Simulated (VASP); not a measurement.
Set up this calculation in VASP 6.6.1, as the native input.

```
Task                   : single point
Functional             : PBE
Potentials or basis    : VASP PAW PBE potentials, release 64 (Mg, Be, S)
Cutoff                 : 520 eV
k mesh                 : 6 × 6 × 6
Occupations            : gaussian, width 0.1 eV
Spin                   : no spin polarisation
Dipole correction      : no
Further INCAR settings : ALGO = Normal; EDIFF = 1e-06; NBANDS = 15
```

The structure of Mg3BeS lies in POSCAR:

```
Mg3BeS
1.0
    3.1230865482      1.8031148593      3.2511479841
   -3.1230865482      1.8031148593      3.2511479841
    0.0000000000     -3.6062297186      3.2511479841
Mg Be S
3 1 1
Direct
    0.4962441656      0.7599263649      0.0998788515
    0.0998788515      0.4962441656      0.7599263649
    0.7599263649      0.0998788515      0.4962441656
    0.6041107336      0.6041107336      0.6041107336
    0.0087398744      0.0087398744      0.0087398744
```

The cell was built from a structure type or drawn by symmetry, and may not be a known phase.

These files were run (other wordings do the same):

INCAR

```
SYSTEM = Mg3BeS
ALGO = Normal
EDIFF = 1E-6
ENCUT = 520
GGA = PE
ISIF = 2
ISMEAR = 0
LASPH = .TRUE.
LCHARG = .FALSE.
LREAL = .FALSE.
LWAVE = .FALSE.
NBANDS = 15
NELM = 80
PREC = Accurate
SIGMA = 0.1
```

KPOINTS

```
k-points
0
G
  6 6 6
  0 0 0
```

Potentials or basis: VASP PAW PBE potentials, release 64 (Mg, Be, S).

The run is started by

```console
$ cat potpaw_PBE.64/Mg/POTCAR potpaw_PBE.64/Be/POTCAR potpaw_PBE.64/S/POTCAR > POTCAR
$ mpirun -np 1 vasp_std > vasp.out
```

Results of the run:

```yaml
Pressure: -0.1 GPa
Largest_force: 0.020 eV/Å
Band_gap_on_the_k_mesh: zero (bands 7 and 8 overlap by 1.59 eV)
```

It took 79 s on 1 thread of AMD EPYC 7R13, on a shared host, peak memory 0.21 GiB.
